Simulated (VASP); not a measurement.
# SnS2 (P-3m1) in VASP: a series of runs

Aim: see how the results for SnS2 move with the level of theory and the settings. Levels: LDA, PBE+D3(BJ), PBE. Tasks: single point.

All numbers are computed with VASP 6.6.1; they aren't measurements. Logs are shortened: lines on timing, memory, paths and dates and some standing lists are left out, and cuts for length are marked.

### Step 1. The cell of the first run

Symmetry: P-3m1, No. 164, trigonal system. Conventional cell: a = 3.634 Å, b = 3.634 Å, c = 5.703 Å, α = 90.00°, β = 90.00°, γ = 120.00°. Within 3.4 Å of Sn (site symmetry -3m) lie 6 S at 2.56 Å. S (site symmetry 3m) has 3 Sn at 2.56 Å and 12 S at 3.48 to 3.63 Å within 3.7 Å.

### Step 2. Single point, LDA

INCAR

```
SYSTEM = SnS2
PREC = Accurate
ENCUT = 500
EDIFF = 1E-6
ISMEAR = 0
SIGMA = 0.01
LREAL = .False.
LASPH = .True.
NELM = 120
ALGO = Normal
ISIF = 2
LWAVE = .False.
LCHARG = .False.
GGA = CA
NBANDS = 20
GGA_COMPAT = .False.
```

KPOINTS

```
regular mesh
0
Gamma
  6 6 4
  0 0 0
```

POSCAR

```
SnS2
1.0
    3.6339332916      0.0000000000      0.0000000000
   -1.8169666458      3.1470785462      0.0000000000
    0.0000000000      0.0000000000      5.7030437459
Sn S
1 2
Direct
    0.0000000000      0.0000000000      0.0000000000
    0.3333333333      0.6666666667      0.2570449069
    0.6666666667      0.3333333333      0.7429550931
```

Potentials or basis: VASP PAW LDA potentials, release 64 (Sn_d, S).

Run with:

```
$ cat potpaw_LDA.64/Sn_d/POTCAR potpaw_LDA.64/S/POTCAR > POTCAR
$ mpirun -np 1 vasp_std > vasp.out
```

OUTCAR:

```text
SYSTEM = SnS2
   PREC = Accurate
   ENCUT = 500
   EDIFF = 1E-6
   ISMEAR = 0
   LREAL = .False.
   LASPH = .True.
   NELM = 120
   ISIF = 2
   GGA = CA

 ion  position               nearest neighbor table
   1  0.000  0.000  0.000-   2 2.56   3 2.56   3 2.56   2 2.56   3 2.56   2 2.56
   2  0.333  0.667  0.257-   1 2.56   1 2.56   1 2.56
   3  0.667  0.333  0.743-   1 2.56   1 2.56   1 2.56

  LATTYP: Found a hexagonal cell.
 ALAT       =     3.6339332916
 C/A-ratio  =     1.5693859211

  Lattice vectors:

 A1 = (   3.6339332916,   0.0000000000,   0.0000000000)
 A2 = (  -1.8169666458,   3.1470785462,   0.0000000000)
 A3 = (   0.0000000000,   0.0000000000,   5.7030437459)

Analysis of symmetry for initial positions (statically):
=====================================================================
 Subroutine PRICEL returns:
 Original cell was already a primitive cell.

 Routine SETGRP: Setting up the symmetry group for a
 hexagonal supercell.

 Subroutine GETGRP returns: Found 12 space group operations
 (whereof 12 operations were pure point group operations)
 out of a pool of 24 trial point group operations.

The static configuration has the point symmetry D_3d.

Analysis of symmetry for dynamics (positions and initial velocities):
=====================================================================
 Subroutine PRICEL returns:
 Original cell was already a primitive cell.

 Routine SETGRP: Setting up the symmetry group for a
 hexagonal supercell.

 Subroutine GETGRP returns: Found 12 space group operations
 (whereof 12 operations were pure point group operations)
 out of a pool of 24 trial point group operations.

The dynamic configuration has the point symmetry D_3d.

 Subroutine INISYM returns: Found 12 space group operations
 (whereof 12 operations are pure point group operations),
 and found     1 'primitive' translations

----------------------------------------------------------------------------------------

                                     Primitive cell

  volume of cell :      65.2216

  direct lattice vectors                    reciprocal lattice vectors
     3.633933292  0.000000000  0.000000000     0.275183918  0.158877509  0.000000000
    -1.816966646  3.147078546  0.000000000     0.000000000  0.317755018  0.000000000
     0.000000000  0.000000000  5.703043746     0.000000000  0.000000000  0.175344964

  length of vectors
     3.633933292  3.633933292  5.703043746     0.317755018  0.317755018  0.175344964

  position of ions in fractional coordinates (direct lattice)
     0.000000000  0.000000000  0.000000000
     0.333333333  0.666666667  0.257044907
     0.666666667  0.333333333  0.742955093

  ion indices of the primitive-cell ions
   primitive index   ion index
                 1           1
                 2           2
                 3           3

----------------------------------------------------------------------------------------

 KPOINTS: regular mesh

Automatic generation of k-mesh.
 Grid dimensions read from file:
 generate k-points for:    6    6    4

 Generating k-lattice:

  Cartesian coordinates                     Fractional coordinates (reciprocal lattice)
     0.045863986  0.026479585  0.000000000     0.166666667  0.000000000  0.000000000
     0.000000000  0.052959170  0.000000000     0.000000000  0.166666667  0.000000000
     0.000000000  0.000000000  0.043836241     0.000000000  0.000000000  0.250000000

  Length of vectors
     0.052959170  0.052959170  0.043836241

  Shift w.r.t. Gamma in fractional coordinates (k-lattice)
     0.000000000  0.000000000  0.000000000

 Subroutine IBZKPT returns following result:
 ===========================================

 Found     24 irreducible k-points:

 Following reciprocal coordinates:
            Coordinates               Weight
  0.000000  0.000000  0.000000      1.000000
  0.166667  0.000000  0.000000      6.000000
  0.333333  0.000000  0.000000      6.000000
  0.500000  0.000000  0.000000      3.000000
  0.166667  0.166667  0.000000      6.000000
  0.333333  0.166667  0.000000     12.000000
[... 16 lines left out ...]
  0.333333  0.166667  0.500000     12.000000
  0.333333  0.333333  0.500000      2.000000
   k-points           NKPTS =     24   k-points in BZ     NKDIM =     24   number of bands    NBANDS=     20
   number of dos      NEDOS =    301   number of ions     NIONS =      3
   total plane-waves  NPLWV =  32928
   dimension x,y,z NGX =    28 NGY =   28 NGZ =   42
   dimension x,y,z NGXF=    56 NGYF=   56 NGZF=   84
   ions per type =               1   2
   NGX,Y,Z   is equivalent  to a cutoff of  12.81, 12.81, 12.24 a.u.
   NGXF,Y,Z  is equivalent  to a cutoff of  25.62, 25.62, 24.49 a.u.
 SYSTEM =  SnS2
   PREC   = accura    normal or accurate (medium, high low for compatibility)
   ISTART =      0    job   : 0-new  1-cont  2-samecut
   ICHARG =      2    charge: 1-file 2-atom 10-const
   ISPIN  =      1    spin polarized calculation?
   LNONCOLLINEAR =      F non collinear calculations
   LSORBIT =      F    spin-orbit coupling
   LASPH  =      T    aspherical Exc in radial PAW
   ENCUT  =  500.0 eV  36.75 Ry    6.06 a.u.   6.63  6.63 10.40*2*pi/ulx,y,z
   NELM   =    120;   NELMIN=  2; NELMDL= -5     # of ELM steps
   EDIFF  = 0.1E-05   stopping-criterion for ELM
   LREAL  =      F    real-space projection
   EDIFFG = 0.1E-04   stopping-criterion for IOM
   NSW    =      0    number of steps for IOM
   IBRION =     -1    ionic relax: 0-MD 1-quasi-New 2-CG
   NFREE  =      0    steps in history (QN), initial steepest desc. (CG)
   ISIF   =      2    stress and relaxation
   ISYM   =      2    0-nonsym 1-usesym 2-fastsym
   POTIM  = 0.5000    time-step for ionic-motion
   TEBEG  =    0.0;   TEEND  =   0.0 temperature during run
   PSTRESS=    0.0 pullay stress
   NELECT =      26.0000    total number of electrons
   NUPDOWN=      -1.0000    fix difference up-down
   EMIN   =  10.00;   EMAX   =-10.00  energy-range for DOS
   EFERMI =   0.00;   METHOD = LEGACY
   ISMEAR =     0;   SIGMA  =   0.01  broadening in eV -4-tet -1-fermi 0-gaus
   EFERMI_NEDOS =   21; number of points for ismear=-14 and -15
   IALGO  =     38    algorithm
   IMIX   =      4    mixing-type and parameters
     AMIX     =   0.40;   BMIX     =  1.00
     AMIX_MAG =   1.60;   BMIX_MAG =  1.00
  volume/ion in A,a.u.               =      21.74       146.71
  Fermi-wavevector in a.u.,A,eV,Ry     =   1.204857  2.276850 19.751314  1.451681
  Thomas-Fermi vector in A             =   2.340570
   LORBIT       =      0    0 simple, 1 ext, 2 COOP (PROOUT), +10 PAW based schemes
   GGA     = CA    functional components
   LHFCALC =     F    Hartree Fock is set to
   AEXX    =    0.0000 exact exchange contribution
   IVDW    =     0    specifies the selected vdW correction
   LEPSILON=     F    determine dielectric tensor
   LRPA    =     F    only Hartree local field effects (RPA)
 non-spin polarized calculation
 Gauss-broadening in eV      SIGMA  =   0.01
  energy-cutoff  :      500.00
  volume of cell :       65.22
 maximum number of plane-waves:      1701
 NGX is ok and might be reduce to    28
   NGX = 13   NGY = 13   NGZ = 21

 number of electron      26.0000012 magnetization

 Free energy of the ion-electron system (eV)
  ---------------------------------------------------
  ext. energy  EPLUGINS =         0.00000000
  ---------------------------------------------------
  free energy    TOTEN  =       -15.06556924 eV

  energy without entropy =      -15.06556924  energy(sigma->0) =      -15.06556924

 E-fermi :   5.2520     XC(G=0): -10.2032

 val. band max:        5.1915658625   @ k =   0.0000   0.0000   0.0000
 cond. band min:       6.3594394271   @ k =   0.5000   0.0000   0.2500
 fundamental gap:      1.1678735647
 Fermi energy:         5.2520050894

 k-point     1 :       0.0000    0.0000    0.0000
  band No.  band energies     occupation
      1     -15.8785      2.00000
      2     -15.8785      2.00000
      3     -15.8289      2.00000
      4     -15.7997      2.00000
      5     -15.7997      2.00000
      6      -8.9342      2.00000
[... 12 lines left out ...]
     19      14.5828      0.00000
     20      14.5828      0.00000

 k-point     2 :       0.1667    0.0000    0.0000
  band No.  band energies     occupation
      1     -15.8974      2.00000
      2     -15.8629      2.00000
      3     -15.8179      2.00000
      4     -15.8078      2.00000
      5     -15.7971      2.00000
      6      -8.6150      2.00000
[... 12 lines left out ...]
     19      13.7331      0.00000
     20      14.7440      0.00000

 k-point     3 :       0.3333    0.0000    0.0000
  band No.  band energies     occupation
      1     -15.9411      2.00000
      2     -15.8453      2.00000
      3     -15.8326      2.00000
      4     -15.7814      2.00000
      5     -15.7780      2.00000
      6      -7.7358      2.00000
[... 12 lines left out ...]
     19      14.2057      0.00000
     20      15.6389      0.00000

 k-point     4 :       0.5000    0.0000    0.0000
  band No.  band energies     occupation
      1     -15.9639      2.00000
      2     -15.8431      2.00000
      3     -15.8412      2.00000
      4     -15.7659      2.00000
      5     -15.7616      2.00000
      6      -6.9096      2.00000
[... 12 lines left out ...]
     19      15.4249      0.00000
     20      16.2487      0.00000

 k-point     5 :       0.1667    0.1667    0.0000
  band No.  band energies     occupation
      1     -15.9187      2.00000
      2     -15.8587      2.00000
      3     -15.8193      2.00000
      4     -15.8050      2.00000
      5     -15.7782      2.00000
      6      -8.0088      2.00000
[... 12 lines left out ...]
     19      12.3536      0.00000
     20      15.8929      0.00000

 k-point     6 :       0.3333    0.1667    0.0000
  band No.  band energies     occupation
      1     -15.9402      2.00000
      2     -15.8618      2.00000
      3     -15.8267      2.00000
      4     -15.7838      2.00000
      5     -15.7646      2.00000
      6      -7.0209      2.00000
[... 12 lines left out ...]
     19      13.8617      0.00000
     20      15.6922      0.00000

 k-point     7 :       0.3333    0.3333    0.0000
  band No.  band energies     occupation
      1     -15.9036      2.00000
      2     -15.9036      2.00000
      3     -15.7987      2.00000
      4     -15.7987      2.00000
      5     -15.7726      2.00000
      6      -6.3017      2.00000
[... 12 lines left out ...]
     19      13.8738      0.00000
     20      13.8738      0.00000
[... 277 lines left out ...]
 k-point    20 :       0.3333    0.0000    0.5000
  band No.  band energies     occupation
      1     -15.9415      2.00000
      2     -15.8454      2.00000
      3     -15.8328      2.00000
      4     -15.7810      2.00000
      5     -15.7780      2.00000
      6      -7.5215      2.00000
[... 12 lines left out ...]
     19      15.0611      0.00000
     20      15.5806      0.00000

 k-point    21 :       0.5000    0.0000    0.5000
  band No.  band energies     occupation
      1     -15.9645      2.00000
      2     -15.8433      2.00000
      3     -15.8414      2.00000
      4     -15.7656      2.00000
      5     -15.7616      2.00000
      6      -6.7631      2.00000
[... 12 lines left out ...]
     19      15.5237      0.00000
     20      16.7801      0.00000

 k-point    22 :       0.1667    0.1667    0.5000
  band No.  band energies     occupation
      1     -15.9191      2.00000
      2     -15.8588      2.00000
      3     -15.8194      2.00000
      4     -15.8049      2.00000
      5     -15.7780      2.00000
      6      -7.7834      2.00000
[... 12 lines left out ...]
     19      13.5552      0.00000
     20      14.6722      0.00000

 k-point    23 :       0.3333    0.1667    0.5000
  band No.  band energies     occupation
      1     -15.9407      2.00000
      2     -15.8619      2.00000
      3     -15.8269      2.00000
      4     -15.7837      2.00000
      5     -15.7644      2.00000
      6      -6.8568      2.00000
[... 12 lines left out ...]
     19      13.9964      0.00000
     20      15.2598      0.00000

 k-point    24 :       0.3333    0.3333    0.5000
  band No.  band energies     occupation
      1     -15.9039      2.00000
      2     -15.9039      2.00000
      3     -15.7988      2.00000
      4     -15.7988      2.00000
      5     -15.7722      2.00000
      6      -6.2714      2.00000
[... 12 lines left out ...]
     19      14.6000      0.00000
     20      14.6114      0.00000

------------------------ aborting loop because EDIFF is reached ----------------------------------------

  FORCE on cell =-STRESS in cart. coord.  units (eV):
  Direction    XX          YY          ZZ          XY          YZ          ZX
  --------------------------------------------------------------------------------------
  -------------------------------------------------------------------------------------
  Total       -0.0151559     -0.0151559     -0.0303577     -0.0000000      0.0000000      0.0000000
  in kB       -0.3723077     -0.3723077     -0.7457422     -0.0000000      0.0000000      0.0000000
  external PRESSURE =      -0.4967859 kB  Pullay stress =       0.0000000 kB

 VOLUME and BASIS-vectors are now :
 -----------------------------------------------------------------------------
  energy-cutoff  :      500.00
  volume of cell :       65.22
      direct lattice vectors                 reciprocal lattice vectors
     3.633933292  0.000000000  0.000000000     0.275183918  0.158877509  0.000000000
    -1.816966646  3.147078546  0.000000000     0.000000000  0.317755018  0.000000000
     0.000000000  0.000000000  5.703043746     0.000000000  0.000000000  0.175344964

 POSITION                                       TOTAL-FORCE (eV/Angst)
 -----------------------------------------------------------------------------------
      0.00000      0.00000      0.00000         0.000000      0.000000      0.000000
     -0.00000      2.09805      1.46594         0.000000     -0.000000     -0.002604
      1.81697      1.04903      4.23711        -0.000000      0.000000      0.002604
 -----------------------------------------------------------------------------------
    total drift:                                0.000000      0.000000      0.000000

  FREE ENERGIE OF THE ION-ELECTRON SYSTEM (eV)
  ---------------------------------------------------
  free  energy   TOTEN  =       -15.0655692424 eV

  energy  without entropy=      -15.0655692424  energy(sigma->0) =      -15.06556924
```

Run time: 37 s. Hardware: 1 thread of Intel Xeon 8259CL, shared host; peak memory 0.17 GiB.

Results:

| Quantity | Value |
| --- | --- |
| Free energy | -15.0656 eV |
| Pressure | 0.0 GPa |
| Band gap on the k mesh | 1.17 eV (least direct gap 1.62 eV) |

Forces on the atoms (eV/Å):
```
Sn   0.000  0.000  0.000
S    0.000  0.000 -0.003
S    0.000  0.000  0.003
```

Caveat: spin-orbit coupling is left out, which moves the levels of the heavy elements. A k mesh can miss the band edges.

(Continued in part 2 of 2.)
